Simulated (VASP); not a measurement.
# Al32As (a cell with a defect) in VASP: further runs, part 3 of 3

VASP 6.6.1. Earlier steps stand in the parts before.

## (5) Single point, PBE+D3(BJ)

Input file INCAR:

```
  ALGO = Normal
  EDIFF = 1E-7
  ENCUT = 520
  GGA = PE
  ISIF = 2
  ISMEAR = -1
  IVDW = 12
  LASPH = T
  LCHARG = F
  LREAL = Auto
  LWAVE = F
  NBANDS = 72
  NELM = 60
  PREC = Accurate
  SIGMA = 0.05
```

Input file KPOINTS:

```
k-points
0
Gamma
  2 2 2
```

Input file POSCAR:

```
Al32As
1.0
    8.1000000000      0.0000000000      0.0000000000
    0.0000000000      8.1000000000      0.0000000000
    0.0000000000      0.0000000000      8.1000000000
Al As
32 1
Direct
    0.5025802469      0.0284938272      0.0039629630
    0.7371111111      0.3020000000     -0.0178888889
    0.7191851852      0.0357283951      0.2482345679
   -0.0296543210      0.0344444444     -0.0195802469
    0.2826419753      0.2070370370     -0.0295185185
    0.4356543210      0.4842222222     -0.0053086420
    0.6763580247      0.7440370370      0.0284691358
    0.2532592593      0.0159753086      0.2291234568
    0.4710493827      0.2442716049      0.2499876543
    0.8079629630      0.5045432099      0.2850246914
    0.5033950617      0.0076296296      0.4534814815
    0.8074444444      0.2359876543      0.5179259259
    0.7813950617     -0.0165925926      0.7794567901
    0.0087407407      0.4333209877      0.0182222222
    0.2455802469      0.7999382716      0.0166296296
   -0.0098518519      0.2363209877      0.2153580247
    0.2739753086      0.5282716049      0.2594197531
    0.5255925926      0.7479382716      0.2691975309
    0.0096666667     -0.0012098765      0.4953209877
    0.2667407407      0.2822592593      0.5073456790
    0.5576543210      0.4543333333      0.4802345679
    0.6803209877      0.7550493827      0.5451604938
    0.2422716049     -0.0036666667      0.6980864198
    0.5330123457      0.2287283951      0.7624320988
    0.7891111111      0.4825802469      0.7537283951
   -0.0527777778      0.7628765432      0.3407283951
    0.0603333333      0.4978148148      0.4565432099
    0.2678148148      0.7667777778      0.4691728395
    0.0118271605      0.2292962963      0.7525925926
    0.2924814815      0.4882962963      0.7276790123
    0.4530123457      0.7707901235      0.7408518519
   -0.0220617284      0.7567901235      0.6870987654
   -0.0283950617      0.7319753086      0.0315679012
```

Potentials or basis: VASP PAW PBE potentials, release 64 (Al, As).

Run with:

```
cat potpaw_PBE.64/Al/POTCAR potpaw_PBE.64/As/POTCAR > POTCAR
mpirun -np 1 vasp_std > vasp.out
```

OUTCAR:

```text
EDIFF = 1E-7
   ENCUT = 520
   GGA = PE
   ISIF = 2
   ISMEAR = -1
   IVDW = 12
   LASPH = T
   LREAL = Auto
   NELM = 60
   PREC = Accurate
 IVDW          = 12

 ion  position               nearest neighbor table
   1  0.503  0.028  0.004-   5 2.31  24 2.55   3 2.65   9 2.66   7 2.71   8 2.72  15 2.79  13 2.92
                             2 2.92  31 3.01  18 3.13  23 3.26
   2  0.737  0.302  0.982-  25 2.40  14 2.46  24 2.50  16 2.84   6 2.86   4 2.88   1 2.92  29 2.96
                            10 3.01   3 3.05  13 3.08   9 3.09
   3  0.719  0.036  0.248-  11 2.42   9 2.63   1 2.65  16 2.74  12 2.81  18 2.81   4 2.97  26 2.98
                             7 2.98   2 3.05  19 3.10  22 3.32
   4  0.970  0.034  0.980-  13 2.27  29 2.45  33 2.48  16 2.51   2 2.88   5 2.89  15 2.94   3 2.97
                             8 3.05  23 3.19  14 3.26  32 3.27
   5  0.283  0.207  0.970-   1 2.31   6 2.57   8 2.62  24 2.64   9 2.75  23 2.81  29 2.82   4 2.89
                            14 2.90  30 3.01  16 3.10  15 3.33
   6  0.436  0.484  0.995-  30 2.45  17 2.54   5 2.57   9 2.85   2 2.86   7 2.88  24 2.91  15 2.99
                            31 3.10  18 3.17
   7  0.676  0.744  0.028-  18 2.30  33 2.39   1 2.71   6 2.88  13 2.92  31 2.96   3 2.98  10 3.04
                            25 3.20  26 3.35
   8  0.253  0.016  0.229-  15 2.46   9 2.56   5 2.62  11 2.72   1 2.72  16 2.78  28 2.81  19 2.93
                             4 3.05  18 3.11  20 3.12  26 3.34
   9  0.471  0.244  0.250-  11 2.54   8 2.56  21 2.62   3 2.63   1 2.66  20 2.68   5 2.75  17 2.80
[... 32 lines left out ...]
                             7 3.20  27 3.26
  26  0.947  0.763  0.341-  19 2.34  10 2.42  27 2.52  33 2.52  22 2.72  28 2.80  32 2.82   3 2.98
                            17 3.32   8 3.34   7 3.35
  27  0.060  0.498  0.457-  17 2.37  20 2.45  10 2.47  26 2.52  28 2.75  32 2.89  30 2.89  16 2.94
                            12 2.99  29 3.26  25 3.26
  28  0.268  0.767  0.469-  17 2.57  23 2.63  18 2.65  31 2.66  11 2.73  27 2.75  26 2.80   8 2.81
                            19 2.82  32 2.94  30 3.08
  29  0.012  0.229  0.753-   4 2.45  12 2.52  23 2.69  14 2.71  25 2.73  13 2.74  19 2.80   5 2.82
                            20 2.90   2 2.96  30 3.10  27 3.26
  30  0.292  0.488  0.728-  20 2.45   6 2.45  31 2.63  24 2.88  27 2.89  21 2.95   5 3.01  28 3.08
                            29 3.10  14 3.32
  31  0.453  0.771  0.741-  22 2.43  23 2.52  30 2.63  28 2.66  15 2.81   7 2.96   1 3.01  11 3.04
                             6 3.10  13 3.18
  32  0.978  0.757  0.687-  19 2.51  13 2.54  22 2.67  25 2.75  33 2.80  26 2.82  27 2.89  23 2.89
[... 217 lines left out ...]
 maximum number of plane-waves:     14400
   NGX = 31   NGY = 31   NGZ = 31

 number of electron     101.0000000 magnetization

 Free energy of the ion-electron system (eV)
  ---------------------------------------------------
  ext. energy  EPLUGINS =         0.00000000
  ---------------------------------------------------
  free energy    TOTEN  =      -114.54182940 eV

  energy without entropy =     -114.41988634  energy(sigma->0) =     -114.48085787

 E-fermi :   8.0932     XC(G=0): -10.2644

 val. band max:        8.0760876505   @ k =   0.0000   0.5000   0.5000
 cond. band min:       8.1076146037   @ k =   0.5000   0.5000   0.0000
 fundamental gap:      0.0315269532
 Fermi energy:         8.0931919812

 k-point     1 :       0.0000    0.0000    0.0000
  band No.  band energies     occupation
      1      -4.9265      2.00000
      2      -2.8089      2.00000
      3      -1.4084      2.00000
      4      -1.2616      2.00000
      5      -1.1005      2.00000
      6      -0.8695      2.00000
[... 509 lines left out ...]
     61      10.5557      0.00000
     62      10.6802      0.00000
 [bands above 62 left out]

------------------------ aborting loop because EDIFF is reached ----------------------------------------

 Edisp (eV)  -11.59761

 E8    (eV) :    -5.1852

  FORCE on cell =-STRESS in cart. coord.  units (eV):
  Direction    XX          YY          ZZ          XY          YZ          ZX
  --------------------------------------------------------------------------------------
  -------------------------------------------------------------------------------------
  Total      29.58390    28.17748    32.04051     0.47971     0.82333     2.09672
  in kB      89.18893    84.94888    96.59505     1.44621     2.48217     6.32116
  external pressure =       90.24 kB  Pullay stress =        0.00 kB

 VOLUME and BASIS-vectors are now :
 -----------------------------------------------------------------------------
  energy-cutoff  :      520.00
  volume of cell :      531.44
      direct lattice vectors                 reciprocal lattice vectors
     8.100000000  0.000000000  0.000000000     0.123456790  0.000000000  0.000000000
     0.000000000  8.100000000  0.000000000     0.000000000  0.123456790  0.000000000
     0.000000000  0.000000000  8.100000000     0.000000000  0.000000000  0.123456790

 POSITION                                       TOTAL-FORCE (eV/Angst)
 -----------------------------------------------------------------------------------
      4.07090      0.23080      0.03210         1.740475     -2.125039     -0.092579
      5.97060      2.44620      7.95510        -0.906004     -1.265664      2.177233
      5.82540      0.28940      2.01070         1.855830     -0.171707     -0.715025
      7.85980      0.27900      7.94140         1.844988      0.048519      2.333674
      2.28940      1.67700      7.86090        -2.670124      1.441650     -0.447019
      3.52880      3.92220      8.05700         1.368860      0.911658      0.511387
[... 25 lines left out ...]
      7.92130      6.13000      5.56550         0.935326     -1.416998      0.393813
      7.87000      5.92900      0.25570        -0.950491     -0.749896     -0.188143
 -----------------------------------------------------------------------------------
    total drift:                                0.015439      0.002750     -0.008984

  FREE ENERGIE OF THE ION-ELECTRON SYSTEM (eV)
  ---------------------------------------------------
  free  energy   TOTEN  =      -126.1394439896 eV

  energy  without entropy=     -126.0175009330  energy(sigma->0) =     -126.07847246
```

OSZICAR:

```text
N       E                     dE             d eps       ncg     rms          rms(c)
DAV:   1     0.172485059414E+03    0.17249E+03   -0.35835E+04  1152   0.113E+03
DAV:   2    -0.996868314737E+02   -0.27217E+03   -0.25693E+03  1360   0.153E+02
DAV:   3    -0.116540034278E+03   -0.16853E+02   -0.16217E+02  1432   0.310E+01
DAV:   4    -0.116916373319E+03   -0.37634E+00   -0.37360E+00  1384   0.506E+00
DAV:   5    -0.116922823538E+03   -0.64502E-02   -0.64447E-02  1456   0.749E-01    0.980E+00
DAV:   6    -0.114940519571E+03    0.19823E+01   -0.35411E+00  1336   0.483E+00    0.567E+00
DAV:   7    -0.114616204626E+03    0.32431E+00   -0.11682E+00  1360   0.257E+00    0.231E+00
DAV:   8    -0.114552133620E+03    0.64071E-01   -0.11266E-01  1376   0.938E-01    0.751E-01
DAV:   9    -0.114543414951E+03    0.87187E-02   -0.13764E-02  1328   0.313E-01    0.378E-01
DAV:  10    -0.114541924579E+03    0.14904E-02   -0.20837E-03  1360   0.128E-01    0.156E-01
DAV:  11    -0.114541847507E+03    0.77072E-04   -0.59470E-04  1352   0.611E-02    0.691E-02
DAV:  12    -0.114541830442E+03    0.17065E-04   -0.61291E-05  1328   0.233E-02    0.261E-02
DAV:  13    -0.114541830638E+03   -0.19536E-06   -0.35462E-05  1328   0.137E-02    0.885E-03
DAV:  14    -0.114541829640E+03    0.99754E-06   -0.29173E-06  1336   0.511E-03    0.420E-03
DAV:  15    -0.114541829663E+03   -0.23018E-07   -0.10991E-06  1352   0.248E-03    0.125E-03
DAV:  16    -0.114541829518E+03    0.14524E-06   -0.41528E-08   768   0.678E-04    0.642E-04
DAV:  17    -0.114541829411E+03    0.10673E-06   -0.44581E-08   768   0.487E-04    0.226E-04
DAV:  18    -0.114541829400E+03    0.10920E-07   -0.45608E-09   768   0.230E-04
   1 F= -.12613944E+03 E0= -.12607847E+03  d E =-.121943E+00
```

stdout:

```text
POSCAR found type information on POSCAR AlAs
 POSCAR found :  2 types and      33 ions
 scaLAPACK will be used
 LDA part: xc-table for (Slater+PW92), standard interpolation
 POSCAR, INCAR and KPOINTS ok, starting setup
 FFT: planning ... GRIDC
 FFT: planning ... GRID_SOFT
 FFT: planning ... GRID
 WAVECAR not read
 entering main loop
```

Run time: 16 min. Hardware: 1 thread of Oxide Virtual Turin-like, shared host; peak memory 0.53 GiB.

Results:

| Property | Result |
| --- | --- |
| Free energy | -126.1394 eV |
| Pressure | 9.0 GPa |
| Largest force | 3.648 eV/Å |
| Dispersion energy per atom | -0.351 eV |

Forces in eV/Å, atoms in the order of the input:
```
Al   1.740 -2.125 -0.093
Al  -0.906 -1.266  2.177
Al   1.856 -0.172 -0.715
Al   1.845  0.049  2.334
Al  -2.670  1.442 -0.447
Al   1.369  0.912  0.511
Al   0.001 -0.274 -2.390
Al  -0.770  0.078  1.410
Al   0.485  1.338 -0.778
Al  -1.962 -1.090 -0.861
Al  -1.073  0.531  2.298
Al  -1.017  0.503 -0.590
Al  -3.016  0.219 -2.041
Al   1.812  1.644 -2.071
Al   2.420 -0.423 -1.026
Al   0.416 -1.587  3.012
Al   0.838 -0.390 -1.156
Al  -1.311 -0.523  0.832
Al   0.324  1.990 -0.505
Al   0.435 -2.132 -0.700
Al  -0.719  0.407  0.711
Al   1.422 -0.394 -0.127
Al   0.502  0.586  0.956
Al  -0.458  0.138 -1.803
Al  -0.102  1.262 -1.406
Al   0.051  0.436 -0.944
Al  -1.321 -0.331  2.302
Al  -0.253 -0.097  0.252
Al   0.803  1.151 -0.653
Al  -0.894  0.561 -0.253
Al   0.166 -0.275  1.556
Al   0.935 -1.417  0.394
As  -0.950 -0.750 -0.188
```

Levels at points of the mesh, in eV from the Fermi level:
```tsv
k point	band 48	band 49	band 50	band 51	band 52	band 53
(0.00, 0.00, 0.00)	-0.19	-0.06	0.02	0.11	0.16	0.24
(0.50, 0.00, 0.00)	-0.59	-0.56	-0.19	-0.07	-0.05	0.11
(0.00, 0.50, 0.00)	-0.47	-0.31	-0.10	-0.07	0.13	0.22
(0.00, 0.00, 0.50)	-0.35	-0.30	-0.12	-0.05	0.10	0.14
(0.50, 0.50, 0.00)	-0.49	-0.02	0.01	0.19	0.41	0.71
(0.00, 0.50, 0.50)	-0.69	-0.10	-0.02	0.15	0.54	0.73
(0.50, 0.00, 0.50)	-0.60	0.18	0.19	0.22	0.34	0.68
(0.50, 0.50, 0.50)	-0.79	-0.75	-0.63	-0.57	-0.48	-0.43
```

Caveat: the k points lie up to 0.39 Å⁻¹ apart.
